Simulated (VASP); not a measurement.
Set up this calculation in VASP 6.6.1, as the native input.

| Item | Value |
| --- | --- |
| Task | single point |
| Functional | PBE |
| Potentials or basis | VASP PAW PBE potentials, release 64 (P) |
| Cutoff | 520 eV |
| k mesh | 8 × 8 × 4 |
| Occupations | gaussian, width 0.1 eV |
| Spin | no spin polarisation |
| Dipole correction | no |
| Further INCAR settings | ALGO = Normal; EDIFF = 1e-06; NBANDS = 12 |

The structure of P lies in POSCAR:

```
P
1.0
    2.4246941115      0.0000000000      0.0000000000
    0.0000000000      2.4385351442      0.0000000000
   -0.0203144631      0.0000000000      4.8524328982
P
2
Direct
    0.9999999700      0.0000000000      0.2505746400
    0.0000000300      0.0000000000      0.7494253600
```

This isn't the form of P at room conditions, which is orthorhombic.

These files were run (other wordings do the same):

INCAR

```
ALGO = Normal
EDIFF = 1E-6
ENCUT = 520
GGA = PE
ISIF = 2
ISMEAR = 0
LASPH = True
LCHARG = True
LELF = True
LREAL = False
LVHAR = True
LWAVE = False
NBANDS = 12
NELM = 60
PREC = Accurate
SIGMA = 0.1
```

KPOINTS

```
k-points
0
Gamma
  8 8 4
```

Potentials or basis: VASP PAW PBE potentials, release 64 (P).

The run is started by

```bash
$ cat potpaw_PBE.64/P/POTCAR > POTCAR
$ mpirun -np 1 vasp_std > vasp.out
```

Results of the run:

```yaml
Pressure: 1.9 GPa
Largest_force: 0.064 eV/Å
Band_gap_on_the_k_mesh: zero (bands 5 and 6 overlap by 10.12 eV)
```

Run time: 7.7 s on 1 thread of Intel(R) Xeon(R) 6975P-C (Granite Rapids), with other jobs on the host, peak memory 0.14 GiB.
